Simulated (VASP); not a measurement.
Wanted: the native input for a VASP 6.6.1 run.

```
Task                   : electric field gradients
Functional             : PBE
Potentials or basis    : VASP PAW PBE potentials, release 64 (Se)
Cutoff                 : 520 eV
k mesh                 : 6 × 6 × 5
Occupations            : fermi-dirac, width 0.03 eV
Spin                   : no spin polarisation
Dipole correction      : no
Further INCAR settings : ALGO = Normal; EDIFF = 1e-08; NBANDS = 16
```

The structure of Se lies in POSCAR:

```
Se
1.0
    4.4236565372      0.0000000000      0.0000000000
   -2.2118282686      3.8309989389      0.0000000000
    0.0000000000      0.0000000000      5.0187864228
Se
3
Direct
    0.2254000000      0.0000000000      0.3333333333
    0.0000000000      0.2254000000      0.6666666667
    0.7746000000      0.7746000000      0.0000000000
```

One way to write it, as run:

INCAR

```
SYSTEM = Se
PREC     = Accurate       ! precision mode
ENCUT    = 520            ! plane-wave cutoff, eV
EDIFF    = 1E-8           ! SCF threshold, eV
ISMEAR   = -1             ! smearing method
SIGMA    = 0.03           ! smearing width, eV
LREAL    = .False.        ! projectors in reciprocal space
LASPH    = .True.         ! aspherical terms in the spheres
NELM     = 80             ! most SCF steps
ALGO     = Normal         ! electronic algorithm
ISIF     = 2              ! what is computed and relaxed
LWAVE    = .False.        ! write WAVECAR
LCHARG   = .False.        ! write CHGCAR
GGA      = PE             ! functional
LEFG     = .True.       
NBANDS   = 16             ! bands
```

KPOINTS

```
Automatic mesh
0
Gamma
  6 6 5
  0 0 0
```

Potentials or basis: VASP PAW PBE potentials, release 64 (Se).

The run is started by

```sh
$ cat potpaw_PBE.64/Se/POTCAR > POTCAR
$ mpirun -np 1 vasp_std > vasp.out
```

Results of the run:

```
Pressure                                : 0.7 GPa
Largest force                           : 0.036 eV/Å
Band gap on the k mesh                  : 1.33 eV (least direct gap 1.44 eV)
Largest electric field gradient by atom : Se -513.2 V/Å²
```

Caveat: without QUAD_EFG the Cq values of the log hold for a quadrupole moment of 1 mb, not for the nuclei.

Run time: 18 s on 1 thread of Intel(R) Xeon(R) 6975P-C (Granite Rapids), on a shared host, peak memory 0.21 GiB.
